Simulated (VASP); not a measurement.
# CoO (Fm-3m) in VASP: a series of runs, part 2 of 2

VASP 6.6.1.

**4. Single point, PBE, collinear spin, ferromagnetic start**

This run uses another cell than the first one, of 9.68 Å³/atom, 1.010 times its volume.

INCAR

```
SYSTEM = CoO
  PREC = Accurate
  ENCUT = 520
  EDIFF = 1E-6
  ISMEAR = 0
  SIGMA = 0.05
  LREAL = .False.
  LASPH = .True.
  NELM = 150
  ALGO = Normal
  ISIF = 2
  LWAVE = .False.
  LCHARG = .True.
  ISPIN = 2
  MAGMOM = 3 0
  LORBIT = 11
  LMAXMIX = 4
  GGA = PE
  LELF = .True.
  LVHAR = .True.
  NBANDS = 18
```

KPOINTS

```
Automatic mesh
0
Gamma
  14 14 14
  0 0 0
```

POSCAR

```
CoO
1.0
    0.0000000000      2.1315000000      2.1315000000
    2.1315000000      0.0000000000      2.1315000000
    2.1315000000      2.1315000000      0.0000000000
Co O
1 1
Direct
    0.0000000000      0.0000000000      0.0000000000
    0.5000000000      0.5000000000      0.5000000000
```

Potentials or basis: VASP PAW PBE potentials, release 64 (Co, O).

Launch:

```
cat potpaw_PBE.64/Co/POTCAR potpaw_PBE.64/O/POTCAR > POTCAR
mpirun -np 1 vasp_std > vasp.out
```

OUTCAR:

```text
SYSTEM = CoO
   PREC = Accurate
   ENCUT = 520
   EDIFF = 1E-6
   ISMEAR = 0
   LREAL = .False.
   LASPH = .True.
   NELM = 150
   ISIF = 2
   ISPIN = 2
   LORBIT = 11
   GGA = PE

 ion  position               nearest neighbor table
   1  0.000  0.000  0.000-   2 2.13   2 2.13   2 2.13   2 2.13   2 2.13   2 2.13
   2  0.500  0.500  0.500-   1 2.13   1 2.13   1 2.13   1 2.13   1 2.13   1 2.13

  LATTYP: Found a face centered cubic cell.
 ALAT       =     4.2630000000

  Lattice vectors:

 A1 = (   0.0000000000,   2.1315000000,   2.1315000000)
 A2 = (   2.1315000000,   0.0000000000,   2.1315000000)
 A3 = (   2.1315000000,   2.1315000000,   0.0000000000)

Analysis of symmetry for initial positions (statically):
=====================================================================
 Subroutine PRICEL returns:
 Original cell was already a primitive cell.

 Routine SETGRP: Setting up the symmetry group for a
 face centered cubic supercell.

 Subroutine GETGRP returns: Found 48 space group operations
 (whereof 48 operations were pure point group operations)
 out of a pool of 48 trial point group operations.

The static configuration has the point symmetry O_h .

Analysis of symmetry for dynamics (positions and initial velocities):
=====================================================================
 Subroutine PRICEL returns:
 Original cell was already a primitive cell.

 Routine SETGRP: Setting up the symmetry group for a
 face centered cubic supercell.

 Subroutine GETGRP returns: Found 48 space group operations
 (whereof 48 operations were pure point group operations)
 out of a pool of 48 trial point group operations.

The dynamic configuration has the point symmetry O_h .

Analysis of structural, dynamic, and magnetic symmetry:
=====================================================================
 Subroutine PRICEL returns:
 Original cell was already a primitive cell.

 Routine SETGRP: Setting up the symmetry group for a
 face centered cubic supercell.

 Subroutine GETGRP returns: Found 48 space group operations
 (whereof 48 operations were pure point group operations)
 out of a pool of 48 trial point group operations.

The overall configuration has the point symmetry O_h .

 Subroutine INISYM returns: Found 48 space group operations
 (whereof 48 operations are pure point group operations),
 and found     1 'primitive' translations

----------------------------------------------------------------------------------------

                                     Primitive cell

  volume of cell :      19.3681

  direct lattice vectors                    reciprocal lattice vectors
     0.000000000  2.131500000  2.131500000    -0.234576589  0.234576589  0.234576589
     2.131500000  0.000000000  2.131500000     0.234576589 -0.234576589  0.234576589
     2.131500000  2.131500000  0.000000000     0.234576589  0.234576589 -0.234576589

  length of vectors
     3.014396208  3.014396208  3.014396208     0.406298571  0.406298571  0.406298571

  position of ions in fractional coordinates (direct lattice)
     0.000000000  0.000000000  0.000000000
     0.500000000  0.500000000  0.500000000

  ion indices of the primitive-cell ions
   primitive index   ion index
                 1           1
                 2           2

----------------------------------------------------------------------------------------

 KPOINTS: Automatic mesh

Automatic generation of k-mesh.
[... 58 lines left out ...]
   ISTART =      0    job   : 0-new  1-cont  2-samecut
   ICHARG =      2    charge: 1-file 2-atom 10-const
   ISPIN  =      2    spin polarized calculation?
   LNONCOLLINEAR =      F non collinear calculations
   LSORBIT =      F    spin-orbit coupling
   LASPH  =      T    aspherical Exc in radial PAW
   ENCUT  =  520.0 eV  38.22 Ry    6.18 a.u.   5.60  5.60  5.60*2*pi/ulx,y,z
   NELM   =    150;   NELMIN=  2; NELMDL= -5     # of ELM steps
   EDIFF  = 0.1E-05   stopping-criterion for ELM
   LREAL  =      F    real-space projection
   EDIFFG = 0.1E-04   stopping-criterion for IOM
   NSW    =      0    number of steps for IOM
   IBRION =     -1    ionic relax: 0-MD 1-quasi-New 2-CG
   NFREE  =      0    steps in history (QN), initial steepest desc. (CG)
   ISIF   =      2    stress and relaxation
   ISYM   =      2    0-nonsym 1-usesym 2-fastsym
   POTIM  = 0.5000    time-step for ionic-motion
   TEBEG  =    0.0;   TEEND  =   0.0 temperature during run
   PSTRESS=    0.0 pullay stress
   NELECT =      15.0000    total number of electrons
   NUPDOWN=      -1.0000    fix difference up-down
   EMIN   =  10.00;   EMAX   =-10.00  energy-range for DOS
   EFERMI =   0.00;   METHOD = LEGACY
   ISMEAR =     0;   SIGMA  =   0.05  broadening in eV -4-tet -1-fermi 0-gaus
   EFERMI_NEDOS =   21; number of points for ismear=-14 and -15
   IALGO  =     38    algorithm
   IMIX   =      4    mixing-type and parameters
     AMIX     =   0.40;   BMIX     =  1.00
     AMIX_MAG =   1.60;   BMIX_MAG =  1.00
  volume/ion in A,a.u.               =       9.68        65.35
  Fermi-wavevector in a.u.,A,eV,Ry     =   1.503407  2.841027 30.752334  2.260233
  Thomas-Fermi vector in A             =   2.614521
   LORBIT       =     11    0 simple, 1 ext, 2 COOP (PROOUT), +10 PAW based schemes
   GGA     = PE    functional components
   LHFCALC =     F    Hartree Fock is set to
   AEXX    =    0.0000 exact exchange contribution
   IVDW    =     0    specifies the selected vdW correction
   LEPSILON=     F    determine dielectric tensor
   LRPA    =     F    only Hartree local field effects (RPA)
 spin polarized calculation
 Gauss-broadening in eV      SIGMA  =   0.05
  energy-cutoff  :      520.00
  volume of cell :       19.37
 maximum number of plane-waves:       544
   NGX = 11   NGY = 11   NGZ = 11

 number of electron      15.0000007 magnetization       2.9480651

 Free energy of the ion-electron system (eV)
  ---------------------------------------------------
  ext. energy  EPLUGINS =         0.00000000
  ---------------------------------------------------
  free energy    TOTEN  =       -13.04728890 eV

  energy without entropy =      -13.04255068  energy(sigma->0) =      -13.04491979

 E-fermi :   7.8724     XC(G=0): -12.3954

 val. band max:        7.8702657100   @ k =   0.4286   0.2143   0.0000
 cond. band min:       7.8724587073   @ k =  -0.2143   0.2143   0.0714
 fundamental gap:      0.0021929973
 Fermi energy:         7.8724011231

 spin component 1

 k-point     1 :       0.0000    0.0000    0.0000
  band No.  band energies     occupation
      1     -12.2899      1.00000
      2       4.5880      1.00000
      3       4.5880      1.00000
      4       4.7745      1.00000
      5       4.7745      1.00000
      6       4.7745      1.00000
[... 493 lines left out ...]
     17      35.8044      0.00000
     18      36.6001      0.00000

 [... further k-points ...]

 spin component 2

 k-point     1 :       0.0000    0.0000    0.0000
  band No.  band energies     occupation
      1     -11.7680      1.00000
      2       5.3575      1.00000
      3       5.3575      1.00000
      4       5.3575      1.00000
      5       6.7790      1.00000
      6       6.7791      1.00000
[... 493 lines left out ...]
     17      36.2894      0.00000
     18      37.3702      0.00000

 [... further k-points ...]
[... 5 lines left out ...]
  --------------------------------------------------------------------------------------
  -------------------------------------------------------------------------------------
  Total       -0.2561888     -0.2561888     -0.2561888      0.0000000      0.0000000     -0.0000000
  in kB      -21.1926205    -21.1926205    -21.1926205      0.0000000      0.0000000     -0.0000000
  external PRESSURE =     -21.1926205 kB  Pullay stress =       0.0000000 kB

 VOLUME and BASIS-vectors are now :
 -----------------------------------------------------------------------------
  energy-cutoff  :      520.00
  volume of cell :       19.37
      direct lattice vectors                 reciprocal lattice vectors
     0.000000000  2.131500000  2.131500000    -0.234576589  0.234576589  0.234576589
     2.131500000  0.000000000  2.131500000     0.234576589 -0.234576589  0.234576589
     2.131500000  2.131500000  0.000000000     0.234576589  0.234576589 -0.234576589

 POSITION                                       TOTAL-FORCE (eV/Angst)
 -----------------------------------------------------------------------------------
      0.00000      0.00000      0.00000         0.000000      0.000000      0.000000
      2.13150      2.13150      2.13150         0.000000      0.000000      0.000000
 -----------------------------------------------------------------------------------
    total drift:                                0.000000     -0.000000     -0.000000

  FREE ENERGIE OF THE ION-ELECTRON SYSTEM (eV)
  ---------------------------------------------------
  free  energy   TOTEN  =       -13.0472889036 eV

  energy  without entropy=      -13.0425506848  energy(sigma->0) =      -13.04491979

 total charge

# of ion       s       p       d       tot
------------------------------------------
    1        0.293   0.355   7.138   7.786
    2        1.556   3.424   0.000   4.979
--------------------------------------------------
tot          1.849   3.779   7.138  12.766

 magnetization (x)

# of ion       s       p       d       tot
------------------------------------------
    1        0.021   0.018   2.546   2.584
    2        0.029   0.283   0.000   0.312
--------------------------------------------------
tot          0.049   0.300   2.546   2.896
```

OSZICAR:

```text
N       E                     dE             d eps       ncg     rms          rms(c)
DAV:   1     0.774586909040E+02    0.77459E+02   -0.70194E+03  7744   0.100E+03
DAV:   2    -0.109047071197E+02   -0.88363E+02   -0.75718E+02  7878   0.220E+02
DAV:   3    -0.157370130435E+02   -0.48323E+01   -0.47377E+01  8544   0.552E+01
DAV:   4    -0.157874470512E+02   -0.50434E-01   -0.50393E-01  9190   0.537E+00
DAV:   5    -0.157885529107E+02   -0.11059E-02   -0.11057E-02  9270   0.787E-01    0.150E+01
DAV:   6    -0.146058504594E+02    0.11827E+01   -0.18119E+01  9562   0.613E+01    0.204E+01
DAV:   7    -0.131523335406E+02    0.14535E+01   -0.85850E+00  9406   0.497E+01    0.826E+00
DAV:   8    -0.130924979947E+02    0.59836E-01   -0.36397E-01 10278   0.809E+00    0.494E+00
DAV:   9    -0.130488031647E+02    0.43695E-01   -0.41343E-01 10558   0.113E+01    0.312E+00
DAV:  10    -0.130577276624E+02   -0.89245E-02   -0.47635E-02  9684   0.332E+00    0.164E+00
DAV:  11    -0.130479895288E+02    0.97381E-02   -0.87513E-02 10634   0.494E+00    0.681E-01
DAV:  12    -0.130473837236E+02    0.60581E-03   -0.77701E-03 10376   0.111E+00    0.154E-01
DAV:  13    -0.130473485292E+02    0.35194E-04   -0.52925E-04  8312   0.178E-01    0.152E-01
DAV:  14    -0.130472874860E+02    0.61043E-04   -0.78397E-05 11252   0.100E-01    0.516E-02
DAV:  15    -0.130472875495E+02   -0.63482E-07   -0.28052E-05 11210   0.101E-01    0.994E-03
DAV:  16    -0.130472887164E+02   -0.11669E-05   -0.65391E-06  8830   0.245E-02    0.615E-03
DAV:  17    -0.130472889036E+02   -0.18724E-06   -0.69223E-07  4466   0.118E-02
   1 F= -.13047289E+02 E0= -.13044920E+02  d E =-.473822E-02  mag=     2.9478
```

stdout:

```text
POSCAR found type information on POSCAR CoO
 POSCAR found :  2 types and       2 ions
 scaLAPACK will be used
 LDA part: xc-table for (Slater+PW92), standard interpolation
 POSCAR, INCAR and KPOINTS ok, starting setup
 FFT: planning ... GRIDC
 FFT: planning ... GRID_SOFT
 FFT: planning ... GRID
 WAVECAR not read
 entering main loop
```

Wall time 51 s (1 thread of AMD EPYC 9R45 (Zen 5), shared host); peak memory 0.15 GiB.

Results:

```yaml
Free_energy: -13.0473 eV
Pressure: -2.1 GPa
Net_moment: 2.95 μB per cell
Site_moments: Co +2.58; O +0.31 μB
Valence_electrons_inside_the_program's_atomic_spheres: Co 7.79; O 4.98
```

Caveat: a cell with one magnetic atom can't hold antiferromagnetic order, which such compounds often take; semilocal functionals often make such compounds metallic where correlation or magnetic order opens a gap, which also shifts bond lengths.

**5. Single point, PBE, collinear spin, antiferromagnetic start**

This run uses another cell than the first one: it holds 4 atoms, not 2.

INCAR

```
PREC     = Accurate       # precision mode
ENCUT    = 520            # plane-wave cutoff, eV
EDIFF    = 1E-6           # SCF threshold, eV
ISMEAR   = 0              # smearing method
SIGMA    = 0.05           # smearing width, eV
LREAL    = False          # projectors in reciprocal space
LASPH    = True           # aspherical terms in the spheres
NELM     = 150            # most SCF steps
ALGO     = Normal         # electronic algorithm
ISIF     = 2              # what is computed and relaxed
LWAVE    = False          # write WAVECAR
LCHARG   = False          # write CHGCAR
ISPIN    = 2              # spin polarisation
MAGMOM   = 3 -3 0 0       # initial moments
LORBIT   = 11             # projections on sites
LMAXMIX  = 4              # l up to which the mixer works
GGA      = PE             # functional
NBANDS   = 27             # bands
```

KPOINTS

```
Automatic mesh
0
Gamma
  10 10 10
```

POSCAR

```
CoO
1.0
   -2.1245315514     -2.1245315514      4.2490631028
   -4.2490631028     -2.1245315514      2.1245315514
   -2.1245315514     -4.2490631028      2.1245315514
Co O
2 2
Direct
    0.0000000000      0.0000000000      0.0000000000
    0.5000000000      0.5000000000      0.5000000000
    1.2500000000     -0.7500000000     -0.7500000000
    1.7500000000     -0.2500000000     -0.2500000000
```

Launch:

```
cat potpaw_PBE.64/Co/POTCAR potpaw_PBE.64/O/POTCAR > POTCAR
mpirun -np 1 vasp_std > vasp.out
```

Wall time 8.9 min (1 thread of Intel Xeon Platinum 8488C (Sapphire Rapids), shared host); peak memory 0.4 GiB.

The run converged, but its numbers aren't listed here, since they failed a check.

Caveat: the result breaks the symmetry of the cell; semilocal functionals often make such compounds metallic where correlation or magnetic order opens a gap, which also shifts bond lengths.

**6. Overview**

| spin | cell | gap on the mesh (eV) | pressure (GPa) | moment (μB) |
| --- | --- | --- | --- | --- |
| off | a = 3.005 Å, angles 60.0°, 2 atoms | none | -18.7 | - |
| collinear, ferromagnetic start | a = 3.005 Å, angles 60.0°, 2 atoms | none | -0.6 | 2.92 |
| collinear, ferromagnetic start | a = 3.014 Å, angles 60.0°, 2 atoms | none | -2.1 | 2.95 |

Alike in all rows: task single point; level PBE; potentials or basis VASP PAW PBE potentials, release 64 (Co, O); k mesh 14 × 14 × 14; cutoff (eV) 520; smearing gaussian 0.05 eV.

Caveats: semilocal functionals often make such compounds metallic where correlation or magnetic order opens a gap, which also shifts bond lengths; a cell with one magnetic atom can't hold antiferromagnetic order, which such compounds often take (some runs); an odd number of electrons without spin polarisation forces a metal (some runs); a magnetic or distorted state may lie lower (some runs).

Total energies depend on the potentials used, so only differences within one code and one set of settings carry meaning.
